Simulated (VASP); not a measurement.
The system is HfSc2N2.

```
CELL_PARAMETERS angstrom
-2.99213 2.99213 2.61061
2.99213 -2.99213 2.61061
2.99213 2.99213 -2.61061
ATOMIC_POSITIONS crystal
Hf 0.50000 0.50000 0.00000
Sc 0.25000 0.75000 0.50000
Sc 0.75000 0.25000 0.50000
N 0.16979 0.16979 0.00000
N 0.83021 0.83021 0.00000
```

| Quantity | Value |
| --- | --- |
| Program | VASP 6.6.1 |
| Task | relaxation of cell and atoms |
| Functional | PBE |
| Potentials or basis | VASP PAW PBE potentials, release 64 (Hf_pv, Sc_sv, N) |
| Cutoff | 600 eV |
| k mesh | 4 × 4 × 4 |
| Occupations | gaussian, width 0.1 eV |
| Spin | no spin polarisation |

At the start: pressure 15.7 GPa; volume 18.70 Å³/atom.

Q: Where does the relaxation end?

A: Over 16 steps the energy falls by 986.3 meV/atom and the volume is 15.79 Å³/atom (-15.6 %); space group I4/mmm (No. 139, to 0.05 Å).

The path:
| step | energy change (eV) | largest force (eV/Å) | pressure (GPa) | volume (Å³) |
| --- | --- | --- | --- | --- |
| 1 | 0.0000 | 13.6097 | 15.69 | 93.49 |
| 2 | 61.9121 | 440.6169 | 126.58 | 114.32 |
| 3 | -4.0553 | 2.7567 | -2.92 | 95.14 |
| 4 | -4.1303 | 2.2731 | -3.76 | 95.45 |
| 5 | -4.2888 | 0.4360 | -6.38 | 96.73 |
| 6 | 7.5764 | 91.6447 | 35.26 | 106.25 |
| 7 | -4.2133 | 2.5852 | -4.38 | 96.82 |
| 8 | -4.4572 | 2.4298 | -6.99 | 90.74 |
| 9 | -4.4781 | 1.5545 | -7.09 | 92.54 |
| 10 | -4.8261 | 1.2413 | -0.94 | 82.55 |
| 11 | -4.8594 | 1.1664 | 1.86 | 79.39 |
| 12 | -4.9084 | 0.8636 | -0.44 | 78.53 |
| 13 | -4.9305 | 0.1735 | 0.16 | 78.86 |
| 14 | -4.9305 | 0.1475 | 0.18 | 78.87 |
| 15 | -4.9311 | 0.0799 | -0.42 | 78.99 |
| 16 | -4.9313 | 0.0025 | -0.20 | 78.95 |

Final structure:
```yaml
crystal:
  lattice:
    - [-2.66346, 2.66346, 2.78226]
    - [2.66346, -2.66346, 2.78226]
    - [2.66346, 2.66346, -2.78226]
  atoms:
    - { symbol: Hf, position: [0.50000, 0.50000, 0.00000] }
    - { symbol: Sc, position: [0.25000, 0.75000, 0.50000] }
    - { symbol: Sc, position: [0.75000, 0.25000, 0.50000] }
    - { symbol: N, position: [0.12411, 0.12411, 0.00000] }
    - { symbol: N, position: [0.87589, 0.87589, 0.00000] }
```

Caveat: the k points lie up to 0.42 Å⁻¹ apart in the final cell; the volume moved by over 15 % at a fixed basis, so the end points are rough.
